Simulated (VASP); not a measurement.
# Zn12HF in VASP: single point with PBE+D3(BJ)

Aim: the single point of Zn12HF with PBE+D3(BJ).

Program: VASP 6.6.1. These are calculated values, not measurements. Logs are shortened: lines on timing, memory, paths and dates and some standing lists are left out, and cuts for length are marked.

### Step 1. The cell of the first run

The cell holds a slab with vacuum, 14 atoms: a = 5.236 Å, b = 4.804 Å, c = 24.220 Å, α = 90.00°, β = 90.00°, γ = 90.00°.

### Step 2. Single point, PBE+D3(BJ)

Input file INCAR:

```
  ALGO = Normal
  DIPOL = 0.5 0.5 0.480
  EDIFF = 1E-6
  ENCUT = 520
  GGA = PE
  IDIPOL = 3
  ISIF = 2
  ISMEAR = 0
  IVDW = 12
  LASPH = True
  LCHARG = False
  LDIPOL = True
  LREAL = False
  LWAVE = False
  NBANDS = 89
  NELM = 100
  PREC = Accurate
  SIGMA = 0.1
```

Input file KPOINTS:

```
k-points
0
Gamma
  4 4 1
```

Input file POSCAR:

```
Zn12HF
1.0
    5.2355063798      0.0000000000      0.0000000000
    0.0000000000      4.8035762477      0.0000000000
    0.0000000000      0.0000000000     24.2198617810
Zn F H
12 1 1
Direct
    0.5000000000      0.7500000000      0.3303074176
    0.0000000000      0.7500000000      0.3303074176
    0.7500000000      0.2500000000      0.3615082668
    0.2500000000      0.2500000000      0.3615082668
    0.7500000000      0.7500000000      0.4239099651
    0.2500000000      0.7500000000      0.4239099651
    0.0001026725      0.2500000000      0.4559864546
    0.4998973275      0.2500000000      0.4559864546
    0.0000522109      0.7500000000      0.5397043843
    0.4999477891      0.7500000000      0.5397043843
    0.2500000000      0.2500000000      0.5511996074
    0.7500000000      0.2500000000      0.5512479999
    0.7500000000      0.7500000000      0.6751796726
    0.7500000000      0.7500000000      0.7136392967
```

Potentials or basis: VASP PAW PBE potentials, release 64 (Zn, F, H).

The run is started by

```
cat potpaw_PBE.64/Zn/POTCAR potpaw_PBE.64/F/POTCAR potpaw_PBE.64/H/POTCAR > POTCAR
mpirun -np 1 vasp_std > vasp.out
```

OUTCAR:

```text
EDIFF = 1E-6
   ENCUT = 520
   GGA = PE
   ISIF = 2
   ISMEAR = 0
   IVDW = 12
   LASPH = True
   LREAL = False
   NELM = 100
   PREC = Accurate
 IVDW          = 12

 ion  position               nearest neighbor table
   1  0.500  0.750  0.330-   5 2.62   6 2.62   2 2.62   2 2.62   4 2.84   3 2.84   4 2.84   3 2.84

   2  0.000  0.750  0.330-   5 2.62   6 2.62   1 2.62   1 2.62   4 2.84   3 2.84   4 2.84   3 2.84

   3  0.750  0.250  0.362-   4 2.62   4 2.62   8 2.64   7 2.64   5 2.84   5 2.84   1 2.84   2 2.84
                             1 2.84   2 2.84
   4  0.250  0.250  0.362-   3 2.62   3 2.62   8 2.64   7 2.64   6 2.84   6 2.84   1 2.84   2 2.84
                             1 2.84   2 2.84
   5  0.750  0.750  0.424-   1 2.62   2 2.62   6 2.62   6 2.62   3 2.84   3 2.84   7 2.84   7 2.84
                             8 2.84   8 2.84
   6  0.250  0.750  0.424-   1 2.62   2 2.62   5 2.62   5 2.62   4 2.84   4 2.84   7 2.84   7 2.84
                             8 2.84   8 2.84
   7  0.000  0.250  0.456-   8 2.62   8 2.62   4 2.64   3 2.64  11 2.65  12 2.65   6 2.84   6 2.84
                             5 2.84   5 2.84
   8  0.500  0.250  0.456-   7 2.62   7 2.62   4 2.64   3 2.64  11 2.65  12 2.65   6 2.84   6 2.84
                             5 2.84   5 2.84
   9  0.000  0.750  0.540-  10 2.62  10 2.62  11 2.75  11 2.75  12 2.75  12 2.75
  10  0.500  0.750  0.540-   9 2.62   9 2.62  11 2.75  11 2.75  12 2.75  12 2.75
  11  0.250  0.250  0.551-  12 2.62  12 2.62   7 2.65   8 2.65   9 2.75   9 2.75  10 2.75  10 2.75

  12  0.750  0.250  0.551-  11 2.62  11 2.62   7 2.65   8 2.65   9 2.75   9 2.75  10 2.75  10 2.75

  13  0.750  0.750  0.675-  14 0.93
  14  0.750  0.750  0.714-  13 0.93

  LATTYP: Found a simple orthorhombic cell.
 ALAT       =     4.8035762477
 B/A-ratio  =     1.0899184503
 C/A-ratio  =     5.0420479518

  Lattice vectors:

 A1 = (   0.0000000000,  -4.8035762477,   0.0000000000)
 A2 = (   5.2355063798,   0.0000000000,   0.0000000000)
 A3 = (   0.0000000000,   0.0000000000,  24.2198617810)

Analysis of symmetry for initial positions (statically):
=====================================================================
 Subroutine PRICEL returns:
 Original cell was already a primitive cell.

 Routine SETGRP: Setting up the symmetry group for a
 simple orthorhombic supercell.

 Subroutine GETGRP returns: Found  4 space group operations
 (whereof  1 operations were pure point group operations)
 out of a pool of  8 trial point group operations.

The static configuration has the point symmetry C_1 .
 The point group associated with its full space group is C_2v.

Analysis of symmetry for dynamics (positions and initial velocities):
=====================================================================
 Subroutine PRICEL returns:
 Original cell was already a primitive cell.

 Routine SETGRP: Setting up the symmetry group for a
 simple orthorhombic supercell.

 Subroutine GETGRP returns: Found  4 space group operations
 (whereof  1 operations were pure point group operations)
 out of a pool of  8 trial point group operations.

The dynamic configuration has the point symmetry C_1 .
 The point group associated with its full space group is C_2v.

 Subroutine INISYM returns: Found  4 space group operations
 (whereof  1 operations are pure point group operations),
 and found     1 'primitive' translations

----------------------------------------------------------------------------------------

                                     Primitive cell

  volume of cell :     609.1090

  direct lattice vectors                    reciprocal lattice vectors
     5.235506380  0.000000000  0.000000000     0.191003492  0.000000000  0.000000000
     0.000000000  4.803576248  0.000000000     0.000000000  0.208178230  0.000000000
     0.000000000  0.000000000 24.219861781     0.000000000  0.000000000  0.041288427

  length of vectors
     5.235506380  4.803576248 24.219861781     0.191003492  0.208178230  0.041288427

  position of ions in fractional coordinates (direct lattice)
     0.500000000  0.750000000  0.330307418
     0.000000000  0.750000000  0.330307418
     0.750000000  0.250000000  0.361508267
     0.250000000  0.250000000  0.361508267
[... 50 lines left out ...]
 ===========================================

 Found      9 irreducible k-points:

 Following reciprocal coordinates:
            Coordinates               Weight
  0.000000  0.000000  0.000000      1.000000
  0.250000  0.000000  0.000000      2.000000
  0.500000  0.000000  0.000000      1.000000
  0.000000  0.250000  0.000000      2.000000
  0.250000  0.250000  0.000000      4.000000
  0.500000  0.250000  0.000000      2.000000
  0.000000  0.500000  0.000000      1.000000
  0.250000  0.500000  0.000000      2.000000
  0.500000  0.500000  0.000000      1.000000
   k-points           NKPTS =      9   k-points in BZ     NKDIM =      9   number of bands    NBANDS=     89
   number of dos      NEDOS =    301   number of ions     NIONS =     14
   total plane-waves  NPLWV = 259200
   dimension x,y,z NGX =    40 NGY =   36 NGZ =  180
   dimension x,y,z NGXF=    80 NGYF=   72 NGZF=  360
   ions per type =              12   1   1
   NGX,Y,Z   is equivalent  to a cutoff of  12.70, 12.46, 12.36 a.u.
   NGXF,Y,Z  is equivalent  to a cutoff of  25.40, 24.92, 24.71 a.u.
 SYSTEM =  unknown system
   PREC   = accura    normal or accurate (medium, high low for compatibility)
   ISTART =      0    job   : 0-new  1-cont  2-samecut
   ICHARG =      2    charge: 1-file 2-atom 10-const
   ISPIN  =      1    spin polarized calculation?
   LNONCOLLINEAR =      F non collinear calculations
   LSORBIT =      F    spin-orbit coupling
   LASPH  =      T    aspherical Exc in radial PAW
   ENCUT  =  520.0 eV  38.22 Ry    6.18 a.u.   9.73  8.93 45.03*2*pi/ulx,y,z
   NELM   =    100;   NELMIN=  2; NELMDL= -5     # of ELM steps
   EDIFF  = 0.1E-05   stopping-criterion for ELM
   LREAL  =      F    real-space projection
   EDIFFG = 0.1E-04   stopping-criterion for IOM
   NSW    =      0    number of steps for IOM
   IBRION =     -1    ionic relax: 0-MD 1-quasi-New 2-CG
   NFREE  =      0    steps in history (QN), initial steepest desc. (CG)
   ISIF   =      2    stress and relaxation
   ISYM   =      2    0-nonsym 1-usesym 2-fastsym
   POTIM  = 0.5000    time-step for ionic-motion
   TEBEG  =    0.0;   TEEND  =   0.0 temperature during run
   PSTRESS=    0.0 pullay stress
   NELECT =     152.0000    total number of electrons
   NUPDOWN=      -1.0000    fix difference up-down
   EMIN   =  10.00;   EMAX   =-10.00  energy-range for DOS
   EFERMI =   0.00;   METHOD = LEGACY
   ISMEAR =     0;   SIGMA  =   0.10  broadening in eV -4-tet -1-fermi 0-gaus
   EFERMI_NEDOS =   21; number of points for ismear=-14 and -15
   IALGO  =     38    algorithm
   IMIX   =      4    mixing-type and parameters
     AMIX     =   0.40;   BMIX     =  1.00
     AMIX_MAG =   1.60;   BMIX_MAG =  1.00
  volume/ion in A,a.u.               =      43.51       293.61
  Fermi-wavevector in a.u.,A,eV,Ry     =   1.030681  1.947705 14.453519  1.062304
  Thomas-Fermi vector in A             =   2.164791
   LORBIT       =      0    0 simple, 1 ext, 2 COOP (PROOUT), +10 PAW based schemes
   GGA     = PE    functional components
   LHFCALC =     F    Hartree Fock is set to
   AEXX    =    0.0000 exact exchange contribution
   IVDW    =    12    specifies the selected vdW correction
   LEPSILON=     F    determine dielectric tensor
   LRPA    =     F    only Hartree local field effects (RPA)
 non-spin polarized calculation
 Gauss-broadening in eV      SIGMA  =   0.10
  energy-cutoff  :      520.00
  volume of cell :      609.11
 maximum number of plane-waves:     16432
 NGX is ok and might be reduce to    40
   NGX = 19   NGY = 17   NGZ = 91

 dipolmoment           0.000000      0.000000      0.046745 electrons x Angstroem

 number of electron     152.0000123 magnetization

 dipolmoment           0.000000      0.000000     -0.331829 electrons x Angstroem

 Free energy of the ion-electron system (eV)
  ---------------------------------------------------
  ext. energy  EPLUGINS =         0.00000000
  ---------------------------------------------------
  free energy    TOTEN  =       -19.04310688 eV

  energy without entropy =      -19.02033472  energy(sigma->0) =      -19.03172080

 E-fermi :  -1.3913     XC(G=0):  -4.5299

 val. band max:       -1.4117765230   @ k =   0.5000   0.2500   0.0000
 cond. band min:      -1.1836827025   @ k =   0.2500   0.2500   0.0000
 fundamental gap:      0.2280938205
 Fermi energy:        -1.3912845720

 k-point     1 :       0.0000    0.0000    0.0000
  band No.  band energies     occupation
      1     -28.1578      2.00000
      2     -11.4739      2.00000
      3     -11.0541      2.00000
      4      -9.7939      2.00000
      5      -9.5976      2.00000
      6      -9.4998      2.00000
[... 808 lines left out ...]
     87       3.7459      0.00000
     88       3.8254      0.00000
 [bands above 88 left out]

------------------------ aborting loop because EDIFF is reached ----------------------------------------

 vacuum level on the upper side and lower side of the slab       (xc-potential included)        -1.227         1.059

 Edisp (eV)   -3.42955

 E8    (eV) :    -1.4948

  FORCE on cell =-STRESS in cart. coord.  units (eV):
  Direction    XX          YY          ZZ          XY          YZ          ZX
  --------------------------------------------------------------------------------------
  -------------------------------------------------------------------------------------
  Total      -9.29093    -6.68402     3.46094     0.00000     0.00000     0.00000
  in kB     -24.43850   -17.58139     9.10352     0.00000     0.00000     0.00000
  external pressure =      -10.97 kB  Pullay stress =        0.00 kB

 VOLUME and BASIS-vectors are now :
 -----------------------------------------------------------------------------
  energy-cutoff  :      520.00
  volume of cell :      609.11
      direct lattice vectors                 reciprocal lattice vectors
     5.235506380  0.000000000  0.000000000     0.191003492  0.000000000  0.000000000
     0.000000000  4.803576248  0.000000000     0.000000000  0.208178230  0.000000000
     0.000000000  0.000000000 24.219861781     0.000000000  0.000000000  0.041288427

 POSITION                                       TOTAL-FORCE (eV/Angst)
 -----------------------------------------------------------------------------------
      2.61775      3.60268      8.00000        -0.006624      0.000000     -0.203595
      0.00000      3.60268      8.00000         0.006624      0.000000     -0.203595
      3.92663      1.20089      8.75568         0.000000      0.000000     -0.697355
      1.30888      1.20089      8.75568         0.000000      0.000000     -0.704389
      3.92663      3.60268     10.26704         0.000000      0.000000      0.877081
      1.30888      3.60268     10.26704         0.000000      0.000000      0.881044
      0.00054      1.20089     11.04393         0.000773     -0.000000      0.003244
      2.61722      1.20089     11.04393        -0.000773      0.000000      0.003244
      0.00027      3.60268     13.07157         0.002090      0.000000      0.001734
      2.61748      3.60268     13.07157        -0.002090      0.000000      0.001734
      1.30888      1.20089     13.34998         0.000000      0.000000      0.018307
      3.92663      1.20089     13.35115         0.000000      0.000000      0.015564
      3.92663      3.60268     16.35276         0.000000      0.000000     -0.325856
      3.92663      3.60268     17.28425         0.000000      0.000000      0.332836
 -----------------------------------------------------------------------------------
    total drift:                               -0.000000      0.000000     -0.008382

  FREE ENERGIE OF THE ION-ELECTRON SYSTEM (eV)
  ---------------------------------------------------
  free  energy   TOTEN  =       -22.4726533333 eV

  energy  without entropy=      -22.4498811810  energy(sigma->0) =      -22.46126726

 vacuum level on the upper side and lower side of the slab         0.577         2.964
```

Run time: 21 min. Hardware: 1 thread of Intel Xeon Platinum 8259CL at 2.50GHz (Skylake/Cascade Lake), shared host; peak memory 0.75 GiB.

What came out:

* Free energy: -22.4727 eV
* Largest force: 0.881 eV/Å
* Band gap on the k mesh: zero (bands 76 and 77 overlap by 0.08 eV)
* Dispersion energy per atom: -0.245 eV

Forces on the atoms (eV/Å):
```
Zn  -0.007  0.000 -0.204
Zn   0.007  0.000 -0.204
Zn   0.000  0.000 -0.697
Zn   0.000  0.000 -0.704
Zn   0.000  0.000  0.877
Zn   0.000  0.000  0.881
Zn   0.001  0.000  0.003
Zn  -0.001  0.000  0.003
Zn   0.002  0.000  0.002
Zn  -0.002  0.000  0.002
Zn   0.000  0.000  0.018
Zn   0.000  0.000  0.016
F    0.000  0.000 -0.326
H    0.000  0.000  0.333
```

Levels at points of the mesh, in eV from the Fermi level:
| k point | band 73 | band 74 | band 75 | band 76 | band 77 | band 78 | band 79 | band 80 |
| --- | --- | --- | --- | --- | --- | --- | --- | --- |
| (0.00, 0.00, 0.00) | -1.82 | -1.73 | -0.78 | -0.45 | 0.36 | 0.90 | 0.99 | 1.50 |
| (0.50, 0.00, 0.00) | -0.62 | -0.61 | -0.29 | -0.27 | 0.70 | 0.71 | 0.99 | 0.99 |
| (0.00, 0.50, 0.00) | -1.70 | -1.68 | -0.99 | -0.67 | -0.10 | -0.08 | 0.89 | 0.93 |
| (0.50, 0.50, 0.00) | -1.89 | -1.88 | -1.68 | -1.67 | 1.50 | 1.52 | 1.53 | 1.57 |

The gap in the log of VASP goes by the Fermi energy; the results here count the filled bands.